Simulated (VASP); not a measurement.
# Sb (R-3m) in VASP: a series of runs

The runs below take Sb through single point, with LDA.

Program: VASP 6.6.1. These are calculated values, not measurements. Logs are shortened: lines on timing, memory, paths and dates and some standing lists are left out, and cuts for length are marked.

### Step 1. The cell of the first run

It takes space group R-3m (No. 166, trigonal). Conventional cell: a = 4.291 Å, b = 4.291 Å, c = 10.976 Å, α = 90.00°, β = 90.00°, γ = 120.00°. Within 3.8 Å of Sb (site symmetry 3m) lie 6 Sb at 2.91 to 3.27 Å.

### Step 2. Single point, LDA

File INCAR:

```
SYSTEM = Sb
  PREC = Accurate
  ENCUT = 520
  EDIFF = 1E-6
  ISMEAR = 0
  SIGMA = 0.2
  LREAL = .FALSE.
  LASPH = .TRUE.
  NELM = 100
  ALGO = Normal
  ISIF = 2
  LWAVE = .FALSE.
  LCHARG = .FALSE.
  GGA = CA
  NBANDS = 12
```

File KPOINTS:

```
regular mesh
0
G
  9 9 9
  0 0 0
```

File POSCAR:

```
Sb
1.0
    2.1456002536      1.2387628840      3.6587425366
   -2.1456002536      1.2387628840      3.6587425366
    0.0000000000     -2.4775257680      3.6587425366
Sb
2
Direct
    0.2359371474      0.2359371474      0.2359371474
    0.7640628526      0.7640628526      0.7640628526
```

Potentials or basis: VASP PAW LDA potentials, release 64 (Sb).

Command:

```sh
cat potpaw_LDA.64/Sb/POTCAR > POTCAR
mpirun -np 1 vasp_std > vasp.out
```

OUTCAR:

```text
SYSTEM = Sb
   PREC = Accurate
   ENCUT = 520
   EDIFF = 1E-6
   ISMEAR = 0
   LREAL = .FALSE.
   LASPH = .TRUE.
   NELM = 100
   ISIF = 2
   GGA = CA

 ion  position               nearest neighbor table
   1  0.236  0.236  0.236-   2 2.91   2 2.91   2 2.91   2 3.27   2 3.27   2 3.27
   2  0.764  0.764  0.764-   1 2.91   1 2.91   1 2.91   1 3.27   1 3.27   1 3.27

  LATTYP: Found a trigonal (rhomboedric) cell.
 ALAT       =     4.4186571354
 COS(alpha) =     0.5284290848

  Lattice vectors:

 A1 = (   2.1456002536,   1.2387628840,   3.6587425366)
 A2 = (  -2.1456002536,   1.2387628840,   3.6587425366)
 A3 = (   0.0000000000,  -2.4775257680,   3.6587425366)

Analysis of symmetry for initial positions (statically):
=====================================================================
 Subroutine PRICEL returns:
 Original cell was already a primitive cell.

 Routine SETGRP: Setting up the symmetry group for a
 trigonal (rhombohedral) supercell.

 Subroutine GETGRP returns: Found 12 space group operations
 (whereof 12 operations were pure point group operations)
 out of a pool of 12 trial point group operations.

The static configuration has the point symmetry D_3d.

Analysis of symmetry for dynamics (positions and initial velocities):
=====================================================================
 Subroutine PRICEL returns:
 Original cell was already a primitive cell.

 Routine SETGRP: Setting up the symmetry group for a
 trigonal (rhombohedral) supercell.

 Subroutine GETGRP returns: Found 12 space group operations
 (whereof 12 operations were pure point group operations)
 out of a pool of 12 trial point group operations.

The dynamic configuration has the point symmetry D_3d.

 Subroutine INISYM returns: Found 12 space group operations
 (whereof 12 operations are pure point group operations),
 and found     1 'primitive' translations

----------------------------------------------------------------------------------------

                                     Primitive cell

  volume of cell :      58.3472

  direct lattice vectors                    reciprocal lattice vectors
     2.145600254  1.238762884  3.658742537     0.233035021  0.134542832  0.091105982
    -2.145600254  1.238762884  3.658742537    -0.233035021  0.134542832  0.091105982
     0.000000000 -2.477525768  3.658742537     0.000000000 -0.269085664  0.091105982

  length of vectors
     4.418657135  4.418657135  4.418657135     0.284090469  0.284090469  0.284090469

  position of ions in fractional coordinates (direct lattice)
     0.235937147  0.235937147  0.235937147
     0.764062853  0.764062853  0.764062853

  ion indices of the primitive-cell ions
   primitive index   ion index
                 1           1
                 2           2

----------------------------------------------------------------------------------------

 KPOINTS: regular mesh

Automatic generation of k-mesh.
 Grid dimensions read from file:
 generate k-points for:    9    9    9

 Generating k-lattice:

  Cartesian coordinates                     Fractional coordinates (reciprocal lattice)
     0.025892780  0.014949204  0.010122887     0.111111111  0.000000000  0.000000000
    -0.025892780  0.014949204  0.010122887     0.000000000  0.111111111  0.000000000
     0.000000000 -0.029898407  0.010122887     0.000000000  0.000000000  0.111111111

  Length of vectors
     0.031565608  0.031565608  0.031565608

  Shift w.r.t. Gamma in fractional coordinates (k-lattice)
     0.000000000  0.000000000  0.000000000

 Subroutine IBZKPT returns following result:
 ===========================================

 Found     85 irreducible k-points:

 Following reciprocal coordinates:
            Coordinates               Weight
  0.000000  0.000000  0.000000      1.000000
  0.111111  0.000000  0.000000      6.000000
  0.222222  0.000000 -0.000000      6.000000
  0.333333  0.000000 -0.000000      6.000000
  0.444444  0.000000 -0.000000      6.000000
  0.111111  0.111111  0.000000      6.000000
[... 16 lines left out ...]
 -0.333333  0.333333  0.000000      6.000000
  0.444444  0.444444 -0.000000      6.000000
 [... further k-points ...]
   k-points           NKPTS =     85   k-points in BZ     NKDIM =     85   number of bands    NBANDS=     12
   number of dos      NEDOS =    301   number of ions     NIONS =      2
   total plane-waves  NPLWV =  46656
   dimension x,y,z NGX =    36 NGY =   36 NGZ =   36
   dimension x,y,z NGXF=    72 NGYF=   72 NGZF=   72
   ions per type =               2
   NGX,Y,Z   is equivalent  to a cutoff of  13.54, 13.54, 13.54 a.u.
   NGXF,Y,Z  is equivalent  to a cutoff of  27.09, 27.09, 27.09 a.u.
 SYSTEM =  Sb
   PREC   = accura    normal or accurate (medium, high low for compatibility)
   ISTART =      0    job   : 0-new  1-cont  2-samecut
   ICHARG =      2    charge: 1-file 2-atom 10-const
   ISPIN  =      1    spin polarized calculation?
   LNONCOLLINEAR =      F non collinear calculations
   LSORBIT =      F    spin-orbit coupling
   LASPH  =      T    aspherical Exc in radial PAW
   ENCUT  =  520.0 eV  38.22 Ry    6.18 a.u.   8.22  8.22  8.22*2*pi/ulx,y,z
   NELM   =    100;   NELMIN=  2; NELMDL= -5     # of ELM steps
   EDIFF  = 0.1E-05   stopping-criterion for ELM
   LREAL  =      F    real-space projection
   EDIFFG = 0.1E-04   stopping-criterion for IOM
   NSW    =      0    number of steps for IOM
   IBRION =     -1    ionic relax: 0-MD 1-quasi-New 2-CG
   NFREE  =      0    steps in history (QN), initial steepest desc. (CG)
   ISIF   =      2    stress and relaxation
   ISYM   =      2    0-nonsym 1-usesym 2-fastsym
   POTIM  = 0.5000    time-step for ionic-motion
   TEBEG  =    0.0;   TEEND  =   0.0 temperature during run
   PSTRESS=    0.0 pullay stress
   NELECT =      10.0000    total number of electrons
   NUPDOWN=      -1.0000    fix difference up-down
   EMIN   =  10.00;   EMAX   =-10.00  energy-range for DOS
   EFERMI =   0.00;   METHOD = LEGACY
   ISMEAR =     0;   SIGMA  =   0.20  broadening in eV -4-tet -1-fermi 0-gaus
   EFERMI_NEDOS =   21; number of points for ismear=-14 and -15
   IALGO  =     38    algorithm
   IMIX   =      4    mixing-type and parameters
     AMIX     =   0.40;   BMIX     =  1.00
     AMIX_MAG =   1.60;   BMIX_MAG =  1.00
  volume/ion in A,a.u.               =      29.17       196.87
  Fermi-wavevector in a.u.,A,eV,Ry     =   0.909358  1.718437 11.251088  0.826932
  Thomas-Fermi vector in A             =   2.033393
   LORBIT       =      0    0 simple, 1 ext, 2 COOP (PROOUT), +10 PAW based schemes
   GGA     = CA    functional components
   LHFCALC =     F    Hartree Fock is set to
   AEXX    =    0.0000 exact exchange contribution
   IVDW    =     0    specifies the selected vdW correction
   LEPSILON=     F    determine dielectric tensor
   LRPA    =     F    only Hartree local field effects (RPA)
 non-spin polarized calculation
 Gauss-broadening in eV      SIGMA  =   0.20
  energy-cutoff  :      520.00
  volume of cell :       58.35
 maximum number of plane-waves:      1584
 NGX is ok and might be reduce to    36
   NGX = 17   NGY = 17   NGZ = 17

 number of electron      10.0000000 magnetization

 Free energy of the ion-electron system (eV)
  ---------------------------------------------------
  ext. energy  EPLUGINS =         0.00000000
  ---------------------------------------------------
  free energy    TOTEN  =        -9.63525894 eV

  energy without entropy =       -9.62934033  energy(sigma->0) =       -9.63229963

 E-fermi :   7.5184     XC(G=0):  -9.8718

 val. band max:        7.5122696192   @ k =   0.3333   0.1111   0.1111
 cond. band min:       7.5353802670   @ k =   0.4444   0.0000  -0.0000
 fundamental gap:      0.0231106477
 Fermi energy:         7.5184201908

 k-point     1 :       0.0000    0.0000    0.0000
  band No.  band energies     occupation
      1      -5.3832      2.00000
      2       2.8695      2.00000
      3       5.5285      2.00000
      4       5.6883      2.00000
      5       5.6883      2.00000
      6       9.8727      0.00000
      7      10.3749      0.00000
      8      10.3749      0.00000
      9      12.4833      0.00000
     10      12.4833      0.00000
     11      12.6516      0.00000
     12      14.0663      0.00000

 k-point     2 :       0.1111    0.0000    0.0000
  band No.  band energies     occupation
      1      -5.2436      2.00000
      2       2.2037      2.00000
      3       5.5599      2.00000
      4       5.6736      2.00000
      5       6.0113      2.00000
      6       9.6988      0.00000
      7       9.9858      0.00000
      8       9.9956      0.00000
      9      12.0800      0.00000
     10      12.5082      0.00000
     11      12.5761      0.00000
     12      14.9781      0.00000

 k-point     3 :       0.2222    0.0000   -0.0000
  band No.  band energies     occupation
      1      -4.8274      2.00000
      2       0.8625      2.00000
      3       5.6063      2.00000
      4       5.6576      2.00000
      5       6.4827      2.00000
      6       9.0345      0.00000
      7       9.1503      0.00000
      8       9.1835      0.00000
      9      12.2711      0.00000
     10      12.9117      0.00000
     11      13.2306      0.00000
     12      16.7457      0.00000
[... 286 lines left out ...]
 k-point    23 :      -0.3333    0.3333    0.0000
  band No.  band energies     occupation
      1      -2.2485      2.00000
      2      -2.0382      2.00000
      3       2.3291      2.00000
      4       4.6701      2.00000
      5       5.0018      2.00000
      6       9.7475      0.00000
      7      10.2523      0.00000
      8      12.6092      0.00000
      9      13.1645      0.00000
     10      14.0780      0.00000
     11      15.3081      0.00000
     12      17.5283      0.00000

 k-point    24 :       0.4444    0.4444   -0.0000
  band No.  band energies     occupation
      1      -3.0614      2.00000
      2      -0.3160      2.00000
      3       2.0592      2.00000
      4       3.7485      2.00000
      5       3.7844      2.00000
      6       9.1374      0.00000
      7      12.5702      0.00000
      8      12.9799      0.00000
      9      14.2907      0.00000
     10      16.0866      0.00000
     11      17.3565      0.00000
     12      18.4191      0.00000

 [... further k-points ...]
[... 5 lines left out ...]
  --------------------------------------------------------------------------------------
  -------------------------------------------------------------------------------------
  Total        0.1227274      0.1227274      0.0843064     -0.0000000     -0.0000000      0.0000000
  in kB        3.3700176      3.3700176      2.3150000     -0.0000000     -0.0000000      0.0000000
  external PRESSURE =       3.0183451 kB  Pullay stress =       0.0000000 kB

 VOLUME and BASIS-vectors are now :
 -----------------------------------------------------------------------------
  energy-cutoff  :      520.00
  volume of cell :       58.35
      direct lattice vectors                 reciprocal lattice vectors
     2.145600254  1.238762884  3.658742537     0.233035021  0.134542832  0.091105982
    -2.145600254  1.238762884  3.658742537    -0.233035021  0.134542832  0.091105982
     0.000000000 -2.477525768  3.658742537     0.000000000 -0.269085664  0.091105982

 POSITION                                       TOTAL-FORCE (eV/Angst)
 -----------------------------------------------------------------------------------
      0.00000      0.00000      2.58970         0.000000      0.000000      0.051388
      0.00000      0.00000      8.38653         0.000000     -0.000000     -0.051388
 -----------------------------------------------------------------------------------
    total drift:                               -0.000000      0.000000     -0.000000

  FREE ENERGIE OF THE ION-ELECTRON SYSTEM (eV)
  ---------------------------------------------------
  free  energy   TOTEN  =        -9.6352589418 eV

  energy  without entropy=       -9.6293403267  energy(sigma->0) =       -9.63229963
```

Wall time 17 s (1 thread of Intel Xeon 6975P-C (Granite Rapids), shared host); peak memory 0.19 GiB.

What came out:

* Free energy: -9.6353 eV
* Pressure: 0.3 GPa
* Largest force: 0.051 eV/Å
* Band gap on the k mesh: 0.02 eV, indirect (least direct gap 0.44 eV)

Forces in eV/Å, atoms in the order of the input:
```
Sb   0.000  0.000  0.051
Sb   0.000  0.000 -0.051
```

Caveat: spin-orbit coupling is left out, which moves the levels of the heavy elements. A k mesh can miss the band edges.

### Step 3. Single point, LDA

File INCAR:

```
PREC     = Accurate       # precision mode
ENCUT    = 520            # plane-wave cutoff, eV
EDIFF    = 1E-7           # SCF threshold, eV
ISMEAR   = 0              # smearing method
SIGMA    = 0.3            # smearing width, eV
LREAL    = False          # projectors in reciprocal space
LASPH    = True           # aspherical terms in the spheres
NELM     = 80             # most SCF steps
ALGO     = Normal         # electronic algorithm
ISIF     = 2              # what is computed and relaxed
LWAVE    = False          # write WAVECAR
LCHARG   = True           # write CHGCAR
LELF     = True           # ELF
LVHAR    = True         
NBANDS   = 12             # bands
```

File KPOINTS:

```
regular mesh
0
Gamma
  9 9 9
```

POSCAR is that of step 2.

Potentials or basis: VASP PAW LDA potentials, release 64 (Sb).

Command:

```sh
cat potpaw_LDA.64/Sb/POTCAR > POTCAR
mpirun -np 1 vasp_std > vasp.out
```

Run time: 21 s. Hardware: 1 thread of Intel Xeon 6975P-C (Granite Rapids), shared host; peak memory 0.19 GiB.

Results (log left out):

```
Free energy   : -9.6394 eV
Pressure      : 0.3 GPa
Largest force : 0.072 eV/Å
```

Forces in eV/Å, atoms in the order of the input:
```
Sb   0.000  0.000  0.072
Sb   0.000  0.000 -0.072
```

Stress tensor (GPa, compression positive):
```
0.31 0.00 0.00
0.00 0.31 0.00
0.00 0.00 0.23
```

Levels at points of the mesh, in eV from the Fermi level:
| k point | band 2 | band 3 | band 4 | band 5 | band 6 | band 7 | band 8 | band 9 |
| --- | --- | --- | --- | --- | --- | --- | --- | --- |
| (0.00, 0.00, 0.00) | -4.62 | -1.96 | -1.80 | -1.80 | 2.38 | 2.89 | 2.89 | 5.00 |

Caveat: spin-orbit coupling is left out, which moves the levels of the heavy elements.

### Step 4. Single point, LDA

File INCAR:

```
ALGO = Normal
EDIFF = 1E-6
ENCUT = 520
GGA = CA
ISIF = 2
ISMEAR = 0
LASPH = True
LCHARG = False
LREAL = False
LWAVE = False
NBANDS = 12
NELM = 60
PREC = Accurate
SIGMA = 0.6
```

File KPOINTS:

```
k-points
0
Gamma
  9 9 9
```

POSCAR is that of step 3.

Command:

```sh
cat potpaw_LDA.64/Sb/POTCAR > POTCAR
mpirun -np 1 vasp_std > vasp.out
```

It took 16 s on 1 thread of Intel Xeon 6975P-C (Granite Rapids), shared host; peak memory 0.19 GiB.

It converged, with:

- Free energy: -9.6735 eV
- Pressure: 0.3 GPa
- Largest force: 0.182 eV/Å

Forces on the atoms (eV/Å):
```
Sb   0.000  0.000  0.182
Sb   0.000  0.000 -0.182
```

Levels at points of the mesh, in eV from the Fermi level:
| k point | band 1 | band 2 | band 3 | band 4 | band 5 | band 6 | band 7 | band 8 | band 9 | band 10 |
| --- | --- | --- | --- | --- | --- | --- | --- | --- | --- | --- |
| (0.00, 0.00, 0.00) | -12.81 | -4.56 | -1.90 | -1.74 | -1.74 | 2.45 | 2.95 | 2.95 | 5.06 | 5.06 |

Caveat: spin-orbit coupling is left out, which moves the levels of the heavy elements.

(Continued in part 2 of 2.)
